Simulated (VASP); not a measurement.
# CeO2 (Fm-3m) in VASP: further runs

Aim: see how the results for CeO2 move with the level of theory and the settings. Levels: r2SCANh, LDA, PBE. Tasks: single point.

Program: VASP 6.6.1. These are calculated values, not measurements. Logs are shortened: lines on timing, memory, paths and dates and some standing lists are left out, and cuts for length are marked.

## Step 1: The cell of the first run

It takes space group Fm-3m (No. 225, cubic). Conventional cell: a = 5.437 Å, b = 5.437 Å, c = 5.437 Å, α = 90.00°, β = 90.00°, γ = 90.00°. Within 3.1 Å of Ce (site symmetry m-3m) lie 8 O at 2.35 Å. O (site symmetry -43m) has 4 Ce at 2.35 Å and 6 O at 2.72 Å within 3.1 Å.

## Step 2: Single point, r2SCANh

POSCAR

```
CeO2
1.0
    0.0000000000      2.7186496227      2.7186496227
    2.7186496227      0.0000000000      2.7186496227
    2.7186496227      2.7186496227      0.0000000000
Ce O
1 2
Direct
    0.0000000000      0.0000000000      0.0000000000
    0.2500000000      0.2500000000      0.2500000000
    0.7500000000      0.7500000000      0.7500000000
```

INCAR.step1

```
SYSTEM = CeO2
PREC = Accurate ; ENCUT = 800
EDIFF = 1E-5 ; ISMEAR = 0
SIGMA = 0.01 ; LREAL = .FALSE.
LASPH = .TRUE. ; NELM = 200
ALGO = Normal ; ISIF = 2
LWAVE = .TRUE. ; NBANDS = 19
GGA = PE ; GGA_COMPAT = .FALSE.
LMAXMIX = 6 ; KPAR = 4
```

INCAR.step2

```
SYSTEM = CeO2
PREC = Accurate ; ENCUT = 800
EDIFF = 1E-6 ; ISMEAR = 0
SIGMA = 0.01 ; LREAL = .FALSE.
LASPH = .TRUE. ; NELM = 200
ALGO = Normal ; ISIF = 2
LWAVE = .FALSE. ; LCHARG = .TRUE.
METAGGA = R2SCAN ; LHFCALC = .TRUE.
AEXX = 0.1 ; LMIXTAU = .TRUE.
PRECFOCK = Normal ; LVHAR = .TRUE.
NBANDS = 19 ; ISTART = 1
GGA_COMPAT = .FALSE. ; LMAXMIX = 6
KPAR = 4
```

KPOINTS

```
regular mesh
0
G
  6 6 6
  0 0 0
```

Potentials or basis: VASP PAW PBE potentials, release 64 (Ce, O).

The run is started by

```console
$ cat potpaw_PBE.64/Ce/POTCAR potpaw_PBE.64/O/POTCAR > POTCAR
$ cp INCAR.step1 INCAR
$ mpirun -np 4 vasp_std > vasp.out
$ cp INCAR.step2 INCAR
$ mpirun -np 4 vasp_std > vasp.out
```

OUTCAR:

```text
SYSTEM = CeO2
   PREC = Accurate
   ENCUT = 800
   EDIFF = 1E-6
   ISMEAR = 0
   LREAL = .FALSE.
   LASPH = .TRUE.
   NELM = 200
   ISIF = 2
   METAGGA = R2SCAN
   LHFCALC = .TRUE.
   AEXX = 0.1
   PRECFOCK = Normal
   ISTART = 1

 ion  position               nearest neighbor table
   1  0.000  0.000  0.000-   2 2.35   3 2.35   3 2.35   3 2.35   3 2.35   2 2.35   2 2.35   2 2.35

   2  0.250  0.250  0.250-   1 2.35   1 2.35   1 2.35   1 2.35
   3  0.750  0.750  0.750-   1 2.35   1 2.35   1 2.35   1 2.35

  LATTYP: Found a face centered cubic cell.
 ALAT       =     5.4372992454

  Lattice vectors:

 A1 = (   0.0000000000,   2.7186496227,   2.7186496227)
 A2 = (   2.7186496227,   0.0000000000,   2.7186496227)
 A3 = (   2.7186496227,   2.7186496227,   0.0000000000)

Analysis of symmetry for initial positions (statically):
=====================================================================
 Subroutine PRICEL returns:
 Original cell was already a primitive cell.

 Routine SETGRP: Setting up the symmetry group for a
 face centered cubic supercell.

 Subroutine GETGRP returns: Found 48 space group operations
 (whereof 48 operations were pure point group operations)
 out of a pool of 48 trial point group operations.

The static configuration has the point symmetry O_h .

Analysis of symmetry for dynamics (positions and initial velocities):
=====================================================================
 Subroutine PRICEL returns:
 Original cell was already a primitive cell.

 Routine SETGRP: Setting up the symmetry group for a
 face centered cubic supercell.

 Subroutine GETGRP returns: Found 48 space group operations
 (whereof 48 operations were pure point group operations)
 out of a pool of 48 trial point group operations.

The dynamic configuration has the point symmetry O_h .

 Subroutine INISYM returns: Found 48 space group operations
 (whereof 48 operations are pure point group operations),
 and found     1 'primitive' translations

----------------------------------------------------------------------------------------

                                     Primitive cell

  volume of cell :      40.1874

  direct lattice vectors                    reciprocal lattice vectors
     0.000000000  2.718649623  2.718649623    -0.183914836  0.183914836  0.183914836
     2.718649623  0.000000000  2.718649623     0.183914836 -0.183914836  0.183914836
     2.718649623  2.718649623  0.000000000     0.183914836  0.183914836 -0.183914836

  length of vectors
     3.844751168  3.844751168  3.844751168     0.318549841  0.318549841  0.318549841

  position of ions in fractional coordinates (direct lattice)
     0.000000000  0.000000000  0.000000000
     0.250000000  0.250000000  0.250000000
     0.750000000  0.750000000  0.750000000

  ion indices of the primitive-cell ions
   primitive index   ion index
                 1           1
                 2           2
                 3           3

----------------------------------------------------------------------------------------

 KPOINTS: regular mesh

Automatic generation of k-mesh.
 Grid dimensions read from file:
 generate k-points for:    6    6    6

 Generating k-lattice:

  Cartesian coordinates                     Fractional coordinates (reciprocal lattice)
    -0.030652473  0.030652473  0.030652473     0.166666667  0.000000000  0.000000000
     0.030652473 -0.030652473  0.030652473     0.000000000  0.166666667  0.000000000
     0.030652473  0.030652473 -0.030652473     0.000000000  0.000000000  0.166666667

  Length of vectors
     0.053091640  0.053091640  0.053091640

  Shift w.r.t. Gamma in fractional coordinates (k-lattice)
     0.000000000  0.000000000  0.000000000

 Subroutine IBZKPT returns following result:
 ===========================================

 Found     16 irreducible k-points:

 Following reciprocal coordinates:
            Coordinates               Weight
  0.000000  0.000000  0.000000      1.000000
  0.166667  0.000000  0.000000      8.000000
  0.333333  0.000000  0.000000      8.000000
  0.500000  0.000000  0.000000      4.000000
  0.166667  0.166667  0.000000      6.000000
  0.333333  0.166667  0.000000     24.000000
[... 8 lines left out ...]
 -0.333333  0.333333  0.166667     24.000000
 -0.333333  0.500000  0.166667     12.000000
   k-points           NKPTS =     16   k-points in BZ     NKDIM =    216   number of bands    NBANDS=     19
   number of dos      NEDOS =    301   number of ions     NIONS =      3
   total plane-waves  NPLWV =  46656
   dimension x,y,z NGX =    36 NGY =   36 NGZ =   36
   dimension x,y,z NGXF=    72 NGYF=   72 NGZF=   72
   ions per type =               1   2
   NGX,Y,Z   is equivalent  to a cutoff of  15.57, 15.57, 15.57 a.u.
   NGXF,Y,Z  is equivalent  to a cutoff of  31.13, 31.13, 31.13 a.u.
 SYSTEM =  CeO2
   PREC   = accura    normal or accurate (medium, high low for compatibility)
   ISTART =      1    job   : 0-new  1-cont  2-samecut
   ICHARG =      0    charge: 1-file 2-atom 10-const
   ISPIN  =      1    spin polarized calculation?
   LNONCOLLINEAR =      F non collinear calculations
   LSORBIT =      F    spin-orbit coupling
   LASPH  =      T    aspherical Exc in radial PAW
   ENCUT  =  800.0 eV  58.80 Ry    7.67 a.u.   8.87  8.87  8.87*2*pi/ulx,y,z
   NELM   =    200;   NELMIN=  2; NELMDL=  0     # of ELM steps
   EDIFF  = 0.1E-05   stopping-criterion for ELM
   LREAL  =      F    real-space projection
   EDIFFG = 0.1E-04   stopping-criterion for IOM
   NSW    =      0    number of steps for IOM
   IBRION =     -1    ionic relax: 0-MD 1-quasi-New 2-CG
   NFREE  =      0    steps in history (QN), initial steepest desc. (CG)
   ISIF   =      2    stress and relaxation
   ISYM   =      3    0-nonsym 1-usesym 2-fastsym
   POTIM  = 0.5000    time-step for ionic-motion
   TEBEG  =    0.0;   TEEND  =   0.0 temperature during run
   PSTRESS=    0.0 pullay stress
   NELECT =      24.0000    total number of electrons
   NUPDOWN=      -1.0000    fix difference up-down
   EMIN   =  10.00;   EMAX   =-10.00  energy-range for DOS
   EFERMI =   0.00;   METHOD = LEGACY
   ISMEAR =     0;   SIGMA  =   0.01  broadening in eV -4-tet -1-fermi 0-gaus
   EFERMI_NEDOS =   21; number of points for ismear=-14 and -15
   IALGO  =     38    algorithm
   IMIX   =      1    mixing-type and parameters
     AMIX     =   0.40;   BMIX     =  1.00
     AMIX_MAG =   1.60;   BMIX_MAG =  1.00
  volume/ion in A,a.u.               =      13.40        90.40
  Fermi-wavevector in a.u.,A,eV,Ry     =   1.378633  2.605239 25.859627  1.900629
  Thomas-Fermi vector in A             =   2.503677
   LORBIT       =      0    0 simple, 1 ext, 2 COOP (PROOUT), +10 PAW based schemes
   METAGGA = R2SCAN    functional components
   LHFCALC =     T    Hartree Fock is set to
   PRECFOCK=normal    Normal, Fast or Accurate (Low or Medium for compatibility)
   ENCUT4O =  -1.0   cutoff for four orbital integrals eV
   NKREDX  =     1    reduce k-point grid by
   NKREDY  =     1    reduce k-point grid by
   NKREDZ  =     1    reduce k-point grid by
   AEXX    =    0.1000 exact exchange contribution
   HFSCREEN=    0.0000 screening length (either q_TF or 0.3 A-1)
   HFSCREENC=   0.0000 screening length for correlation (either q_TF or 0.3 A-1)
   ENCUTFOCK=  -1.0 apply spherical cutoff to Coloumb kernel
   IVDW    =     0    specifies the selected vdW correction
   LEPSILON=     F    determine dielectric tensor
   LRPA    =     F    only Hartree local field effects (RPA)
 non-spin polarized calculation
 Gauss-broadening in eV      SIGMA  =   0.01
  energy-cutoff  :      800.00
  volume of cell :       40.19
 maximum number of plane-waves:      2085
  NGX = 28; NGY = 28; NGZ = 28

 number of electron      23.9999999 magnetization

 Free energy of the ion-electron system (eV)
  ---------------------------------------------------
  ext. energy  EPLUGINS =         0.00000000
  ---------------------------------------------------
  free energy    TOTEN  =       -54.43729334 eV

  energy without entropy =      -54.43729334  energy(sigma->0) =      -54.43729334

 E-fermi :   4.4528     XC(G=0): -10.9201

 val. band max:        4.3638202566   @ k =   0.5000   0.3333   0.1667
 cond. band min:       7.5354619526   @ k =   0.5000   0.0000   0.0000
 fundamental gap:      3.1716416960
 Fermi energy:         4.4527657161

 k-point     1 :       0.0000    0.0000    0.0000
  band No.  band energies     occupation
      1     -30.1413      2.00000
      2     -13.3135      2.00000
      3     -12.3652      2.00000
      4     -11.2998      2.00000
      5     -11.2998      2.00000
      6     -11.2998      2.00000
[... 11 lines left out ...]
     18       8.5495      0.00000
     19       8.5495      0.00000

 k-point     2 :       0.1667    0.0000    0.0000
  band No.  band energies     occupation
      1     -30.0905      2.00000
      2     -14.0765      2.00000
      3     -12.5758      2.00000
      4     -11.3612      2.00000
      5     -11.3612      2.00000
      6     -10.4830      2.00000
[... 11 lines left out ...]
     18       8.4220      0.00000
     19       8.4220      0.00000

 k-point     3 :       0.3333    0.0000    0.0000
  band No.  band energies     occupation
      1     -29.9860      2.00000
      2     -15.0243      2.00000
      3     -12.9869      2.00000
      4     -11.4795      2.00000
      5     -11.4795      2.00000
      6      -9.3599      2.00000
[... 11 lines left out ...]
     18       8.3912      0.00000
     19       8.3912      0.00000

 k-point     4 :       0.5000    0.0000    0.0000
  band No.  band energies     occupation
      1     -29.9324      2.00000
      2     -15.3993      2.00000
      3     -13.1710      2.00000
      4     -11.5365      2.00000
      5     -11.5365      2.00000
      6      -8.8848      2.00000
[... 231 lines left out ...]
     18       8.1560      0.00000
     19       8.4405      0.00000

 k-point    15 :      -0.3333    0.3333    0.1667
  band No.  band energies     occupation
      1     -29.8797      2.00000
      2     -15.0538      2.00000
      3     -14.6160      2.00000
      4     -11.7831      2.00000
      5      -9.9237      2.00000
      6      -9.4245      2.00000
[... 11 lines left out ...]
     18       8.1607      0.00000
     19       8.5862      0.00000

 k-point    16 :      -0.3333    0.5000    0.1667
  band No.  band energies     occupation
      1     -29.8619      2.00000
      2     -15.3741      2.00000
      3     -14.3001      2.00000
      4     -11.9041      2.00000
      5     -10.4470      2.00000
      6      -8.8346      2.00000
[... 11 lines left out ...]
     18       8.1958      0.00000
     19       8.7036      0.00000

------------------------ aborting loop because EDIFF is reached ----------------------------------------

  FORCE on cell =-STRESS in cart. coord.  units (eV):
  Direction    XX          YY          ZZ          XY          YZ          ZX
  --------------------------------------------------------------------------------------
  -------------------------------------------------------------------------------------
  Total       -0.6031973     -0.6031973     -0.6031973      0.0000000      0.0000000      0.0000000
  in kB      -24.0480730    -24.0480730    -24.0480730      0.0000000      0.0000000      0.0000000
  external PRESSURE =     -24.0480730 kB  Pullay stress =       0.0000000 kB

 VOLUME and BASIS-vectors are now :
 -----------------------------------------------------------------------------
  energy-cutoff  :      800.00
  volume of cell :       40.19
      direct lattice vectors                 reciprocal lattice vectors
     0.000000000  2.718649623  2.718649623    -0.183914836  0.183914836  0.183914836
     2.718649623  0.000000000  2.718649623     0.183914836 -0.183914836  0.183914836
     2.718649623  2.718649623  0.000000000     0.183914836  0.183914836 -0.183914836

 POSITION                                       TOTAL-FORCE (eV/Angst)
 -----------------------------------------------------------------------------------
      0.00000      0.00000      0.00000         0.000000     -0.000000     -0.000000
      1.35932      1.35932      1.35932         0.000000     -0.000000     -0.000000
      4.07797      4.07797      4.07797        -0.000000      0.000000      0.000000
 -----------------------------------------------------------------------------------
    total drift:                                0.000000      0.000000      0.000000

  FREE ENERGIE OF THE ION-ELECTRON SYSTEM (eV)
  ---------------------------------------------------
  free  energy   TOTEN  =       -54.4372933393 eV

  energy  without entropy=      -54.4372933393  energy(sigma->0) =      -54.43729334
```

Run time: 44 min. Hardware: 4 MPI ranks of Intel Xeon Platinum 8488C (Sapphire Rapids), shared host; peak memory 0.26 GiB.

Results:

```
Free energy            : -54.4373 eV
Pressure               : -2.4 GPa
Band gap on the k mesh : 3.17 eV (least direct gap 3.28 eV)
```

Levels at points of the mesh, in eV from the valence-band top:
| k point | band 8 | band 9 | band 10 | band 11 | band 12 | band 13 | band 14 | band 15 | band 16 | band 17 |
| --- | --- | --- | --- | --- | --- | --- | --- | --- | --- | --- |
| (0.00, 0.00, 0.00) | -3.93 | -3.93 | -0.48 | -0.48 | -0.48 | 3.65 | 3.65 | 3.65 | 3.69 | 4.19 |
| (0.50, 0.00, 0.00) | -3.00 | -1.26 | -1.14 | -0.70 | -0.70 | 3.17 | 3.44 | 3.44 | 3.66 | 4.03 |
| (0.50, 0.50, 0.00) | -1.18 | -1.18 | -0.72 | -0.72 | -0.50 | 3.35 | 3.35 | 3.35 | 3.52 | 3.93 |

Caveat: the PAW data sets were made with another functional, which shifts forces and pressure a little; spin-orbit coupling is left out, which moves the levels of the heavy elements. A k mesh can miss the band edges.

## Step 3: Single point, LDA

This run uses another cell than the first one, of 12.82 Å³/atom.

INCAR

```
SYSTEM = CeO2
  PREC = Accurate
  ENCUT = 600
  EDIFF = 1E-6
  ISMEAR = -1
  SIGMA = 0.02
  LREAL = .FALSE.
  LASPH = .TRUE.
  NELM = 200
  ALGO = Normal
  ISIF = 2
  LWAVE = .FALSE.
  LCHARG = .FALSE.
  NBANDS = 19
  GGA_COMPAT = .FALSE.
  LMAXMIX = 6
```

KPOINTS

```
Automatic mesh
0
G
  8 8 8
  0 0 0
```

POSCAR

```
CeO2
1.0
    0.0000000000      2.6793277975      2.6793277975
    2.6793277975      0.0000000000      2.6793277975
    2.6793277975      2.6793277975      0.0000000000
Ce O
1 2
Direct
    0.0000000000      0.0000000000      0.0000000000
    0.2500000000      0.2500000000      0.2500000000
    0.7500000000      0.7500000000      0.7500000000
```

Potentials or basis: VASP PAW LDA potentials, release 64 (Ce, O).

The run is started by

```console
$ cat potpaw_LDA.64/Ce/POTCAR potpaw_LDA.64/O/POTCAR > POTCAR
$ mpirun -np 1 vasp_std > vasp.out
```

Wall time 26 s (1 thread of Intel Xeon 6975P-C (Granite Rapids), shared host); peak memory 0.18 GiB.

Results (log left out):

```
Free energy            : -28.8591 eV
Pressure               : 0.3 GPa
Band gap on the k mesh : 1.95 eV (least direct gap 2.07 eV)
```

Levels at points of the mesh, in eV from the valence-band top:
| k point | band 10 | band 11 | band 12 | band 13 | band 14 | band 15 |
| --- | --- | --- | --- | --- | --- | --- |
| (0.00, 0.00, 0.00) | -0.70 | -0.70 | -0.70 | 2.29 | 2.29 | 2.29 |
| (0.50, 0.00, 0.00) | -1.28 | -0.84 | -0.84 | 1.95 | 2.15 | 2.15 |
| (0.50, 0.50, 0.00) | -0.88 | -0.88 | -0.71 | 1.98 | 2.12 | 2.12 |

Caveat: spin-orbit coupling is left out, which moves the levels of the heavy elements. A k mesh can miss the band edges.

[end of part 1 of 2]
